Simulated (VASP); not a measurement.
A run of VASP 6.6.1 is set up as follows.

File INCAR:

```
SYSTEM = ZnS
PREC = Accurate
ENCUT = 600
EDIFF = 1E-8
ISMEAR = 0
SIGMA = 0.01
LREAL = .False.
LASPH = .True.
NELM = 100
ALGO = Normal
ISIF = 3
LWAVE = .False.
LCHARG = .False.
GGA = PE
NBANDS = 16
IBRION = 6
NFREE = 2
POTIM = 0.015
NSW = 1
```

The input KPOINTS:

```
Automatic mesh
0
Gamma
  7 7 7
  0 0 0
```

Contents of POSCAR:

```
ZnS
1.0
    0.0000000000      2.7020000000      2.7020000000
    2.7020000000      0.0000000000      2.7020000000
    2.7020000000      2.7020000000      0.0000000000
Zn S
1 1
Direct
    0.7500000000      0.7500000000      0.7500000000
    0.0000000000      0.0000000000      0.0000000000
```

Potentials or basis: VASP PAW PBE potentials, release 64 (Zn, S).

Launch:

```console
$ cat potpaw_PBE.64/Zn/POTCAR potpaw_PBE.64/S/POTCAR > POTCAR
$ mpirun -np 1 vasp_std > vasp.out
```

What does it give for the elastic constants C11, C12, C44?

102, 62, 47 GPa.

Predict the Voigt bulk modulus.

75 GPa.

Predict the highest phonon frequency at Γ, LO-TO splitting left out.

271 cm⁻¹.

Phonon frequencies in cm⁻¹ (negative: imaginary):
```tsv
q point	frequencies
(0.000, 0.000, 0.000)	0 0 0 271 271 271
```

Caveat: the cell is under stress, which shifts elastic constants.
